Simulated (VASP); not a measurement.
# Sn (I4/mmm) in VASP: notebook

The runs below take Sn through single point, with PBEsol.

All numbers are computed with VASP 6.6.1; they aren't measurements. Logs are shortened: lines on timing, memory, paths and dates and some standing lists are left out, and cuts for length are marked.

### 1 The cell of the first run

It takes space group I4/mmm (No. 139, tetragonal). The conventional cell has a = 3.732 Å, b = 3.732 Å, c = 3.846 Å, α = 90.00°, β = 90.00°, γ = 90.00°. Within 4.3 Å of Sn (site symmetry 4/mmm) lie 14 Sn at 3.27 to 3.85 Å.

### 2 Single point, PBEsol (strain -0.015 along x and y, +0.015 along z)

INCAR reads:

```
SYSTEM = Sn
ALGO     = Fast           ! electronic algorithm
EDIFF    = 1E-6           ! SCF threshold, eV
ENCUT    = 520            ! plane-wave cutoff, eV
GGA      = PS             ! functional
ISIF     = 2              ! what is computed and relaxed
ISMEAR   = 0              ! smearing method
LASPH    = .True.         ! aspherical terms in the spheres
LCHARG   = .False.        ! write CHGCAR
LREAL    = .False.        ! projectors in reciprocal space
LWAVE    = .False.        ! write WAVECAR
NBANDS   = 13             ! bands
NELM     = 100            ! most SCF steps
PREC     = Accurate       ! precision mode
SIGMA    = 0.15           ! smearing width, eV
```

KPOINTS reads:

```
k-points
0
Gamma
  18 18 18
  0 0 0
```

POSCAR reads:

```
Sn
1.0
   -1.8662320419      1.8662320419      1.9230715965
    1.8662320419     -1.8662320419      1.9230715965
    1.8662320419      1.8662320419     -1.9230715965
Sn
1
Direct
    0.0000000000      0.0000000000      0.0000000000
```

Potentials or basis: VASP PAW PBE potentials, release 64 (Sn_d).

Command:

```sh
> cat potpaw_PBE.64/Sn_d/POTCAR > POTCAR
> mpirun -np 1 vasp_std > vasp.out
```

OUTCAR:

```text
SYSTEM = Sn
   EDIFF = 1E-6
   ENCUT = 520
   GGA = PS
   ISIF = 2
   ISMEAR = 0
   LASPH = .True.
   LREAL = .False.
   NELM = 100
   PREC = Accurate

 ion  position               nearest neighbor table
   1  0.000  0.000  0.000-

  LATTYP: Found a body centered tetragonal cell.
 ALAT       =     3.7324640838
 C/A-ratio  =     1.0304568528

  Lattice vectors:

 A1 = (  -1.8662320419,   1.8662320419,   1.9230715965)
 A2 = (   1.8662320419,  -1.8662320419,   1.9230715965)
 A3 = (   1.8662320419,   1.8662320419,  -1.9230715965)

Analysis of symmetry for initial positions (statically):
=====================================================================
 Subroutine PRICEL returns:
 Original cell was already a primitive cell.

 Routine SETGRP: Setting up the symmetry group for a
 body centered tetragonal supercell.

 Subroutine GETGRP returns: Found 16 space group operations
 (whereof 16 operations were pure point group operations)
 out of a pool of 16 trial point group operations.

The static configuration has the point symmetry D_4h.

Analysis of symmetry for dynamics (positions and initial velocities):
=====================================================================
 Subroutine PRICEL returns:
 Original cell was already a primitive cell.

 Routine SETGRP: Setting up the symmetry group for a
 body centered tetragonal supercell.

 Subroutine GETGRP returns: Found 16 space group operations
 (whereof 16 operations were pure point group operations)
 out of a pool of 16 trial point group operations.

The dynamic configuration has the point symmetry D_4h.

 Subroutine INISYM returns: Found 16 space group operations
 (whereof 16 operations are pure point group operations),
 and found     1 'primitive' translations

----------------------------------------------------------------------------------------

                                     Primitive cell

  volume of cell :      26.7909

  direct lattice vectors                    reciprocal lattice vectors
    -1.866232042  1.866232042  1.923071597     0.000000000  0.267919524  0.260000720
     1.866232042 -1.866232042  1.923071597     0.267919524  0.000000000  0.260000720
     1.866232042  1.866232042 -1.923071597     0.267919524  0.267919524  0.000000000

  length of vectors
     3.265554843  3.265554843  3.265554843     0.373337978  0.373337978  0.378895424

[... 85 lines left out ...]
   ISYM   =      2    0-nonsym 1-usesym 2-fastsym
   POTIM  = 0.5000    time-step for ionic-motion
   TEBEG  =    0.0;   TEEND  =   0.0 temperature during run
   PSTRESS=    0.0 pullay stress
   NELECT =      14.0000    total number of electrons
   NUPDOWN=      -1.0000    fix difference up-down
   EMIN   =  10.00;   EMAX   =-10.00  energy-range for DOS
   EFERMI =   0.00;   METHOD = LEGACY
   ISMEAR =     0;   SIGMA  =   0.15  broadening in eV -4-tet -1-fermi 0-gaus
   EFERMI_NEDOS =   21; number of points for ismear=-14 and -15
   IALGO  =     68    algorithm
   IMIX   =      4    mixing-type and parameters
     AMIX     =   0.40;   BMIX     =  1.00
     AMIX_MAG =   1.60;   BMIX_MAG =  1.00
  volume/ion in A,a.u.               =      26.79       180.79
  Fermi-wavevector in a.u.,A,eV,Ry     =   1.318627  2.491844 23.657496  1.738777
  Thomas-Fermi vector in A             =   2.448583
   LORBIT       =      0    0 simple, 1 ext, 2 COOP (PROOUT), +10 PAW based schemes
   GGA     = PS    functional components
   LHFCALC =     F    Hartree Fock is set to
   AEXX    =    0.0000 exact exchange contribution
   IVDW    =     0    specifies the selected vdW correction
   LEPSILON=     F    determine dielectric tensor
   LRPA    =     F    only Hartree local field effects (RPA)
 non-spin polarized calculation
 RMM-DIIS sequential band-by-band and
 Gauss-broadening in eV      SIGMA  =   0.15
  energy-cutoff  :      520.00
  volume of cell :       26.79
 maximum number of plane-waves:       737
   NGX = 13   NGY = 13   NGZ = 13

 number of electron      13.9999997 magnetization

 Free energy of the ion-electron system (eV)
  ---------------------------------------------------
  ext. energy  EPLUGINS =         0.00000000
  ---------------------------------------------------
  free energy    TOTEN  =        -4.23123216 eV

  energy without entropy =       -4.22443267  energy(sigma->0) =       -4.22783241

 E-fermi :   8.1085     XC(G=0): -10.5731

 val. band max:        8.1023616210   @ k =  -0.3889   0.5000   0.3889
 cond. band min:       8.1093956889   @ k =  -0.3333   0.2778   0.0000
 fundamental gap:      0.0070340679
 Fermi energy:         8.1084634581

 k-point     1 :       0.0000    0.0000    0.0000
  band No.  band energies     occupation
      1     -13.3516      2.00000
      2     -13.3516      2.00000
      3     -13.3445      2.00000
      4     -13.2125      2.00000
      5     -13.1958      2.00000
      6      -3.1007      2.00000
      7      16.0768      0.00000
      8      16.2325      0.00000
      9      16.2325      0.00000
     10      20.0042      0.00000
     11      20.4158      0.00000
     12      20.4165      0.00000
     13      20.7724      0.00000
[... 354 lines left out ...]
  band No.  band energies     occupation
      1     -13.3613      2.00000
      2     -13.3331      2.00000
      3     -13.2696      2.00000
      4     -13.2235      2.00000
      5     -13.2033      2.00000
      6      -2.2139      2.00000
      7      11.2891      0.00000
      8      13.8246      0.00000
      9      14.8910      0.00000
     10      17.9789      0.00000
     11      18.3705      0.00000
     12      19.6908      0.00000
     13      22.5462      0.00000

 [... further k-points ...]

------------------------ aborting loop because EDIFF is reached ----------------------------------------

  FORCE on cell =-STRESS in cart. coord.  units (eV):
  Direction    XX          YY          ZZ          XY          YZ          ZX
  --------------------------------------------------------------------------------------
  -------------------------------------------------------------------------------------
  Total       -0.2378941     -0.2378941     -0.1227394      0.0000000      0.0000000      0.0000000
  in kB      -14.2268118    -14.2268118     -7.3401978      0.0000000      0.0000000      0.0000000
  external PRESSURE =     -11.9312738 kB  Pullay stress =       0.0000000 kB

 VOLUME and BASIS-vectors are now :
 -----------------------------------------------------------------------------
  energy-cutoff  :      520.00
  volume of cell :       26.79
      direct lattice vectors                 reciprocal lattice vectors
    -1.866232042  1.866232042  1.923071597     0.000000000  0.267919524  0.260000720
     1.866232042 -1.866232042  1.923071597     0.267919524  0.000000000  0.260000720
     1.866232042  1.866232042 -1.923071597     0.267919524  0.267919524  0.000000000

 POSITION                                       TOTAL-FORCE (eV/Angst)
 -----------------------------------------------------------------------------------
      0.00000      0.00000      0.00000         0.000000      0.000000      0.000000
 -----------------------------------------------------------------------------------
    total drift:                                0.000000      0.000000     -0.000000

  FREE ENERGIE OF THE ION-ELECTRON SYSTEM (eV)
  ---------------------------------------------------
  free  energy   TOTEN  =        -4.2312321630 eV

  energy  without entropy=       -4.2244326669  energy(sigma->0) =       -4.22783241
```

OSZICAR:

```text
N       E                     dE             d eps       ncg     rms          rms(c)
DAV:   1     0.806183231753E+02    0.80618E+02   -0.71665E+03 12782   0.161E+03
DAV:   2     0.133729951069E+01   -0.79281E+02   -0.76704E+02 13395   0.341E+02
DAV:   3    -0.413802210782E+01   -0.54753E+01   -0.54548E+01 14910   0.728E+01
DAV:   4    -0.424868147400E+01   -0.11066E+00   -0.11064E+00 14751   0.110E+01
DAV:   5    -0.425241409598E+01   -0.37326E-02   -0.37325E-02 16221   0.197E+00    0.139E+00
RMM:   6    -0.423618307451E+01    0.16231E-01   -0.15237E-02 15773   0.165E+00    0.774E-01
RMM:   7    -0.423142616151E+01    0.47569E-02   -0.10356E-02 15580   0.122E+00    0.121E-01
RMM:   8    -0.423119764098E+01    0.22852E-03   -0.91041E-04 17497   0.428E-01    0.297E-02
RMM:   9    -0.423122896312E+01   -0.31322E-04   -0.32463E-04 19437   0.167E-01    0.257E-02
RMM:  10    -0.423123114396E+01   -0.21808E-05   -0.48059E-05 16575   0.102E-01    0.100E-02
RMM:  11    -0.423123174874E+01   -0.60478E-06   -0.24037E-05 18981   0.521E-02    0.514E-03
RMM:  12    -0.423123216299E+01   -0.41426E-06   -0.48643E-06 13317   0.218E-02
   1 F= -.42312322E+01 E0= -.42278324E+01  d E =-.679950E-02
```

stdout:

```text
POSCAR found type information on POSCAR Sn
 POSCAR found :  1 types and       1 ions
 scaLAPACK will be used
 -----------------------------------------------------------------------------
|                                                                             |
|                                                                             |
|     You enforced a specific xc type in the INCAR file but a different       |
|     I HOPE YOU KNOW WHAT YOU ARE DOING!                                     |
|                                                                             |
 -----------------------------------------------------------------------------

 LDA part: xc-table for (Slater+PW92), standard interpolation
 POSCAR, INCAR and KPOINTS ok, starting setup
 FFT: planning ... GRIDC
 FFT: planning ... GRID_SOFT
 FFT: planning ... GRID
 WAVECAR not read
 entering main loop
WARNING in EDDRMM: call to ZHEGV failed, returncode =   6  3      8
WARNING in EDDRMM: call to ZHEGV failed, returncode =   6  3      9
WARNING in EDDRMM: call to ZHEGV failed, returncode =   6  3      8
WARNING in EDDRMM: call to ZHEGV failed, returncode =   8  4     10
WARNING in EDDRMM: call to ZHEGV failed, returncode =   8  4     10
WARNING in EDDRMM: call to ZHEGV failed, returncode =   8  4     12
WARNING in EDDRMM: call to ZHEGV failed, returncode =   6  3     11
```

Wall time 35 s (1 thread of Intel Xeon 6975P-C (Granite Rapids), shared host); peak memory 0.26 GiB.

What came out:

```
Free energy            : -4.2312 eV
Pressure               : -1.2 GPa
Band gap on the k mesh : zero (bands 7 and 8 overlap by 10.46 eV)
```

Levels at points of the mesh, in eV from the Fermi level:
| k point | band 5 | band 6 | band 7 | band 8 | band 9 | band 10 |
| --- | --- | --- | --- | --- | --- | --- |
| (0.00, 0.00, 0.00) | -21.30 | -11.21 | 7.97 | 8.12 | 8.12 | 11.90 |
| (0.50, 0.00, 0.00) | -21.23 | -6.51 | -4.53 | 3.77 | 5.65 | 8.19 |
| (0.50, 0.50, 0.00) | -21.22 | -6.31 | -4.45 | 3.41 | 5.13 | 7.74 |
| (0.50, 0.50, 0.50) | -21.24 | -2.44 | -0.87 | -0.31 | -0.31 | 3.72 |

Caveat: the cell differs from its parent crystal (strain -0.015 along x and y, +0.015 along z); the PAW data sets were made with another functional, which shifts forces and pressure a little; spin-orbit coupling is left out, which moves the levels of the heavy elements.

### 3 Single point, PBEsol (strain -0.015 along x and y, +0.030 along z)

INCAR reads:

```
SYSTEM = Sn
PREC     = Accurate       ! precision mode
ENCUT    = 520            ! plane-wave cutoff, eV
EDIFF    = 1E-6           ! SCF threshold, eV
ISMEAR   = 0              ! smearing method
SIGMA    = 0.15           ! smearing width, eV
LREAL    = .False.        ! projectors in reciprocal space
LASPH    = .True.         ! aspherical terms in the spheres
NELM     = 80             ! most SCF steps
ALGO     = Fast           ! electronic algorithm
ISIF     = 2              ! what is computed and relaxed
LWAVE    = .False.        ! write WAVECAR
LCHARG   = .False.        ! write CHGCAR
GGA      = PS             ! functional
NBANDS   = 13             ! bands
```

KPOINTS reads:

```
regular mesh
0
Gamma
  18 18 18
  0 0 0
```

POSCAR reads:

```
Sn
1.0
   -1.8662320419      1.8662320419      1.9514913738
    1.8662320419     -1.8662320419      1.9514913738
    1.8662320419      1.8662320419     -1.9514913738
Sn
1
Direct
    0.0000000000      0.0000000000      0.0000000000
```

Potentials or basis: VASP PAW PBE potentials, release 64 (Sn_d).

Command:

```sh
> cat potpaw_PBE.64/Sn_d/POTCAR > POTCAR
> mpirun -np 1 vasp_std > vasp.out
```

Run time: 37 s. Hardware: 1 thread of Intel Xeon 6975P-C (Granite Rapids), shared host; peak memory 0.26 GiB.

It converged, with:

| Item | Value |
| --- | --- |
| Free energy | -4.2286 eV |
| Pressure | -1.9 GPa |
| Band gap on the k mesh | zero (bands 7 and 8 overlap by 10.22 eV) |

Stress tensor (GPa, compression positive):
```
-2.15  0.00  0.00
 0.00 -2.15  0.00
 0.00  0.00 -1.40
```

Levels at points of the mesh, in eV from the Fermi level:
```csv
k point,band 4,band 5,band 6,band 7,band 8,band 9,band 10,band 11
"(0.00, 0.00, 0.00)",-21.33,-21.31,-11.11,7.78,7.99,7.99,11.75,12.36
"(0.50, 0.00, 0.00)",-21.32,-21.24,-6.53,-4.48,3.78,5.67,8.18,8.51
"(0.50, 0.50, 0.00)",-21.31,-21.23,-6.24,-4.35,3.25,4.91,7.51,7.79
"(0.50, 0.50, 0.50)",-21.25,-21.25,-2.57,-1.03,-0.21,-0.21,3.69,4.04
```

Caveat: the cell differs from its parent crystal (strain -0.015 along x and y, +0.030 along z); the PAW data sets were made with another functional, which shifts forces and pressure a little; spin-orbit coupling is left out, which moves the levels of the heavy elements.

### 4 Single point, PBEsol (strain +0.015 along x and y, -0.030 along z)

INCAR reads:

```
SYSTEM = Sn
ALGO = Fast
EDIFF = 1E-7
ENCUT = 520
GGA = PS
ISIF = 2
ISMEAR = 0
LASPH = .True.
LCHARG = .False.
LREAL = .False.
LWAVE = .False.
NBANDS = 13
NELM = 60
PREC = Accurate
SIGMA = 0.15
```

KPOINTS reads:

```
k-points
0
Gamma
  18 18 18
  0 0 0
```

POSCAR reads:

```
Sn
1.0
   -1.9230715965      1.9230715965      1.8378122646
    1.9230715965     -1.9230715965      1.8378122646
    1.9230715965      1.9230715965     -1.8378122646
Sn
1
Direct
    0.0000000000      0.0000000000      0.0000000000
```

Command:

```sh
> cat potpaw_PBE.64/Sn_d/POTCAR > POTCAR
> mpirun -np 1 vasp_std > vasp.out
```

Run time: 51 s. Hardware: 1 thread of Intel Xeon 6975P-C (Granite Rapids), shared host; peak memory 0.26 GiB.

It converged, with:

| Property | Result |
| --- | --- |
| Free energy | -4.2293 eV |
| Pressure | -2.0 GPa |
| Band gap on the k mesh | zero (bands 7 and 8 overlap by 10.23 eV) |

Stress tensor (GPa, compression positive):
```
-1.68  0.00  0.00
 0.00 -1.68  0.00
 0.00  0.00 -2.53
```

Levels at points of the mesh, in eV from the Fermi level:
```tsv
k point	band 3	band 4	band 5	band 6	band 7	band 8	band 9	band 10	band 11	band 12
(0.00, 0.00, 0.00)	-21.44	-21.32	-21.29	-11.10	7.82	7.82	8.16	11.99	11.99	12.16
(0.50, 0.00, 0.00)	-21.31	-21.30	-21.22	-6.32	-4.38	3.43	5.17	7.74	8.03	14.90
(0.50, 0.50, 0.00)	-21.33	-21.31	-21.23	-6.62	-4.51	3.99	5.96	8.43	8.78	14.15
(0.50, 0.50, 0.50)	-21.25	-21.25	-21.23	-2.55	-0.75	-0.75	0.11	3.63	4.12	18.26
```

Caveat: the cell differs from its parent crystal (strain +0.015 along x and y, -0.030 along z); the PAW data sets were made with another functional, which shifts forces and pressure a little; spin-orbit coupling is left out, which moves the levels of the heavy elements.

### 5 Summary

```csv
cell,further INCAR settings,gap on the mesh (eV),pressure (GPa)
"a = 3.266 Å, angles 110.3, 110.3, 107.8°, 1 atom",ALGO = Fast; EDIFF = 1e-06; NBANDS = 13,none,-1.2
"a = 3.282 Å, angles 110.7, 110.7, 107.0°, 1 atom",ALGO = Fast; EDIFF = 1e-06; NBANDS = 13,none,-1.9
"a = 3.282 Å, angles 108.3, 108.3, 111.9°, 1 atom",ALGO = Fast; EDIFF = 1e-07; NBANDS = 13,none,-2.0
```

Alike in all rows: task single point; level PBEsol; potentials or basis VASP PAW PBE potentials, release 64 (Sn_d); no spin polarisation; k mesh 18 × 18 × 18; cutoff (eV) 520; smearing gaussian 0.15 eV.

Caveats: the PAW data sets were made with another functional, which shifts forces and pressure a little; spin-orbit coupling is left out, which moves the levels of the heavy elements.

Absolute energies hang on the potentials; compare differences alone.

The gap in the log of VASP goes by the Fermi energy; the results here count the filled bands.